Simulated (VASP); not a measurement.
# TiB2 (P6/mmm) in VASP: notebook, part 2 of 2

VASP 6.6.1. The steps go on from the part before.

## (5) Single point, PBEsol (zz strain of -2 %)

Contents of INCAR:

```
SYSTEM = TiB2
PREC = Accurate
ENCUT = 520
EDIFF = 1E-6
ISMEAR = -1
SIGMA = 0.03
LREAL = .FALSE.
LASPH = .TRUE.
NELM = 60
ALGO = Normal
ISIF = 2
LWAVE = .FALSE.
LCHARG = .FALSE.
GGA = PS
NBANDS = 16
```

Contents of KPOINTS:

```
regular mesh
0
G
  14 14 11
  0 0 0
```

Contents of POSCAR:

```
TiB2
1.0
    3.0291982016      0.0000000000      0.0000000000
   -1.5145991008      2.6233625957      0.0000000000
    0.0000000000      0.0000000000      3.1638320000
Ti B
1 2
Direct
    0.0000000000      0.0000000000      0.0000000000
    0.3333333333      0.6666666667      0.5000000000
    0.6666666667      0.3333333333      0.5000000000
```

Potentials or basis: VASP PAW PBE potentials, release 64 (Ti_sv, B).

Launch:

```console
cat potpaw_PBE.64/Ti_sv/POTCAR potpaw_PBE.64/B/POTCAR > POTCAR
mpirun -np 1 vasp_std > vasp.out
```

OUTCAR:

```text
SYSTEM = TiB2
   PREC = Accurate
   ENCUT = 520
   EDIFF = 1E-6
   ISMEAR = -1
   LREAL = .FALSE.
   LASPH = .TRUE.
   NELM = 60
   ISIF = 2
   GGA = PS

 ion  position               nearest neighbor table
   1  0.000  0.000  0.000-   2 2.36   3 2.36   2 2.36   3 2.36   3 2.36   3 2.36   2 2.36   2 2.36
                             3 2.36   3 2.36   2 2.36   2 2.36
   2  0.333  0.667  0.500-   3 1.75   3 1.75   3 1.75   1 2.36   1 2.36   1 2.36   1 2.36   1 2.36
                             1 2.36
   3  0.667  0.333  0.500-   2 1.75   2 1.75   2 1.75   1 2.36   1 2.36   1 2.36   1 2.36   1 2.36
                             1 2.36

  LATTYP: Found a hexagonal cell.
 ALAT       =     3.0291982016
 C/A-ratio  =     1.0444453580

  Lattice vectors:

 A1 = (   3.0291982016,   0.0000000000,   0.0000000000)
 A2 = (  -1.5145991008,   2.6233625957,   0.0000000000)
 A3 = (   0.0000000000,   0.0000000000,   3.1638320000)

Analysis of symmetry for initial positions (statically):
=====================================================================
 Subroutine PRICEL returns:
 Original cell was already a primitive cell.

 Routine SETGRP: Setting up the symmetry group for a
 hexagonal supercell.

[... 172 lines left out ...]
 fundamental gap:      0.0637362875
 Fermi energy:        10.1398286887

 k-point     1 :       0.0000    0.0000    0.0000
  band No.  band energies     occupation
      1     -46.4897      2.00000
      2     -22.9370      2.00000
      3     -22.6384      2.00000
      4     -22.6384      2.00000
      5      -3.4205      2.00000
      6       7.3609      2.00000
[... 433 lines left out ...]
      3     -22.8982      2.00000
      4     -22.8570      2.00000
      5       1.5367      2.00000
      6       1.7481      2.00000
[... 8 lines left out ...]
     15      20.0526      0.00000
     16      20.7517      0.00000

 [... further k-points ...]

------------------------ aborting loop because EDIFF is reached ----------------------------------------

  FORCE on cell =-STRESS in cart. coord.  units (eV):
  Direction    XX          YY          ZZ          XY          YZ          ZX
  --------------------------------------------------------------------------------------
  -------------------------------------------------------------------------------------
  Total       -0.2745685     -0.2745685      0.4158044      0.0000000     -0.0000000      0.0000000
  in kB      -17.4969295    -17.4969296     26.4972148      0.0000000     -0.0000000      0.0000000
  external PRESSURE =      -2.8322148 kB  Pullay stress =       0.0000000 kB

 VOLUME and BASIS-vectors are now :
 -----------------------------------------------------------------------------
  energy-cutoff  :      520.00
  volume of cell :       25.14
      direct lattice vectors                 reciprocal lattice vectors
     3.029198202  0.000000000  0.000000000     0.330120360  0.190595079  0.000000000
    -1.514599101  2.623362596  0.000000000     0.000000000  0.381190157  0.000000000
     0.000000000  0.000000000  3.163832000     0.000000000  0.000000000  0.316072408

 POSITION                                       TOTAL-FORCE (eV/Angst)
 -----------------------------------------------------------------------------------
      0.00000      0.00000      0.00000        -0.000000      0.000000      0.000000
     -0.00000      1.74891      1.58192        -0.000000     -0.000000      0.000000
      1.51460      0.87445      1.58192         0.000000      0.000000      0.000000
 -----------------------------------------------------------------------------------
    total drift:                               -0.000000      0.000000      0.000000

  FREE ENERGIE OF THE ION-ELECTRON SYSTEM (eV)
  ---------------------------------------------------
  free  energy   TOTEN  =       -25.7906325297 eV

  energy  without entropy=      -25.7896326509  energy(sigma->0) =      -25.79013259
```

OSZICAR:

```text
N       E                     dE             d eps       ncg     rms          rms(c)
DAV:   1     0.120147761081E+03    0.12015E+03   -0.89943E+03  4608   0.129E+03
DAV:   2    -0.236179458305E+02   -0.14377E+03   -0.13865E+03  4992   0.340E+02
DAV:   3    -0.306070324636E+02   -0.69891E+01   -0.69166E+01  6600   0.730E+01
DAV:   4    -0.307700635929E+02   -0.16303E+00   -0.16297E+00  5592   0.101E+01
DAV:   5    -0.307743026488E+02   -0.42391E-02   -0.42389E-02  6704   0.138E+00    0.176E+01
DAV:   6    -0.257913971808E+02    0.49829E+01   -0.19290E+01  6568   0.489E+01    0.390E+00
DAV:   7    -0.257898251688E+02    0.15720E-02   -0.92987E-01  4888   0.110E+01    0.353E+00
DAV:   8    -0.257930136649E+02   -0.31885E-02   -0.80376E-02  7600   0.234E+00    0.620E-01
DAV:   9    -0.257908963335E+02    0.21173E-02   -0.27790E-02  5728   0.212E+00    0.206E-01
DAV:  10    -0.257906618970E+02    0.23444E-03   -0.24623E-03  5864   0.620E-01    0.820E-02
DAV:  11    -0.257906538640E+02    0.80330E-05   -0.22699E-04  6336   0.157E-01    0.627E-02
DAV:  12    -0.257906326296E+02    0.21234E-04   -0.93381E-05  5584   0.121E-01    0.111E-02
DAV:  13    -0.257906325297E+02    0.99878E-07   -0.52921E-06  5656   0.211E-02
   1 F= -.25790633E+02 E0= -.25790133E+02  d E =-.999879E-03
```

It used 39 s of CPU time on 1 thread of AMD EPYC 7R13 Processor (Zen 3), on a shared host.

Results:

```
Free energy            : -25.7906 eV
Pressure               : -0.3 GPa
Band gap on the k mesh : zero (band 9 reaches 10.53 eV, above the bottom of band 10 at 9.84 eV)
```

Stress tensor (GPa, compression positive):
```
-1.75  0.00  0.00
 0.00 -1.75  0.00
 0.00  0.00  2.65
```

Caveat: the cell differs from its parent crystal (zz strain of -2 %); the PAW data sets were made with another functional, which shifts forces and pressure a little.

## (6) Single point, PBEsol (zz strain of -1 %)

Contents of INCAR:

```
ALGO = Normal
EDIFF = 1E-7
ENCUT = 520
GGA = PS
ISIF = 2
ISMEAR = -1
LASPH = True
LCHARG = False
LREAL = False
LWAVE = False
NBANDS = 16
NELM = 60
PREC = Accurate
SIGMA = 0.03
```

Contents of KPOINTS:

```
k-points
0
Gamma
  14 14 11
```

POSCAR: that of step 5 with these lines changed.

```diff
@@ -4,3 +4,3 @@
    -1.5145991008      2.6233625957      0.0000000000
-    0.0000000000      0.0000000000      3.1638320000
+    0.0000000000      0.0000000000      3.1961160000
 Ti B
```

Potentials or basis: VASP PAW PBE potentials, release 64 (Ti_sv, B).

Launch:

```console
cat potpaw_PBE.64/Ti_sv/POTCAR potpaw_PBE.64/B/POTCAR > POTCAR
mpirun -np 1 vasp_std > vasp.out
```

It used 45 s of CPU time on 1 thread of AMD EPYC 7R13 Processor (Zen 3) (shared host).

The run converged. Its results:

- Free energy: -25.7911 eV
- Pressure: -2.6 GPa
- Band gap on the k mesh: zero (band 9 reaches 10.46 eV, above the bottom of band 10 at 9.79 eV)

Stress tensor (GPa, compression positive):
```
-2.83  0.00  0.00
 0.00 -2.83  0.00
 0.00  0.00 -2.24
```

Levels at points of the mesh, in eV from the Fermi level:
| k point | band 7 | band 8 | band 9 | band 10 | band 11 | band 12 |
| --- | --- | --- | --- | --- | --- | --- |
| (0.00, 0.00, 0.00) | -2.70 | -2.21 | -2.17 | 1.91 | 1.91 | 3.77 |
| (0.50, 0.00, 0.00) | -3.31 | -3.20 | -2.35 | 1.35 | 2.74 | 3.24 |

Caveat: the cell differs from its parent crystal (zz strain of -1 %); the PAW data sets were made with another functional, which shifts forces and pressure a little.

## (7) The runs side by side

```csv
cell,gap on the mesh (eV),pressure (GPa)
"a = 3.019, b = 3.019, c = 3.218 Å, angles 90.0, 90.0, 120.0°, 3 atoms",none,-2.2
"a = 3.049, b = 3.049, c = 3.250 Å, angles 90.0, 90.0, 120.0°, 3 atoms",none,-9.5
"a = 3.089, b = 3.089, c = 3.292 Å, angles 90.0, 90.0, 120.0°, 3 atoms",none,-17.7
"a = 3.029, b = 3.029, c = 3.164 Å, angles 90.0, 90.0, 120.0°, 3 atoms",none,-0.3
"a = 3.029, b = 3.029, c = 3.196 Å, angles 90.0, 90.0, 120.0°, 3 atoms",none,-2.6
```

Alike in all rows: task single point; level PBEsol; potentials or basis VASP PAW PBE potentials, release 64 (Ti_sv, B); no spin polarisation; k mesh 14 × 14 × 11; cutoff (eV) 520; smearing fermi-dirac 0.03 eV.

Caveats: the PAW data sets were made with another functional, which shifts forces and pressure a little.

Absolute energies hang on the potentials; compare differences alone.
